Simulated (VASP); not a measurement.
Here is a VASP 6.6.1 calculation.

File INCAR:

```
PREC = Accurate
ENCUT = 520
EDIFF = 1E-6
ISMEAR = 0
SIGMA = 0.020999999999999998
LREAL = F
LASPH = T
NELM = 100
ALGO = Normal
ISIF = 2
LWAVE = F
LCHARG = F
GGA = PE
NBANDS = 16
```

File KPOINTS:

```
Automatic mesh
0
Gamma
  7 7 7
```

The input POSCAR:

```
CdTe
1.0
    0.0000000000      3.2050000000      3.2050000000
    3.2050000000      0.0000000000      3.2050000000
    3.2050000000      3.2050000000      0.0000000000
Te Cd
1 1
Direct
    0.7500000000      0.7500000000      0.7500000000
    0.0000000000      0.0000000000      0.0000000000
```

Potentials or basis: VASP PAW PBE potentials, release 64 (Te, Cd).

Launch:

```sh
$ cat potpaw_PBE.64/Te/POTCAR potpaw_PBE.64/Cd/POTCAR > POTCAR
$ mpirun -np 1 vasp_std > vasp.out
```

Task: What does it give for the pressure?

Result: 4.4 GPa.

Task: What does it give for the band gap on the k mesh?

Result: 0.87 eV, direct.

Caveat: spin-orbit coupling is left out, which moves the levels of the heavy elements.
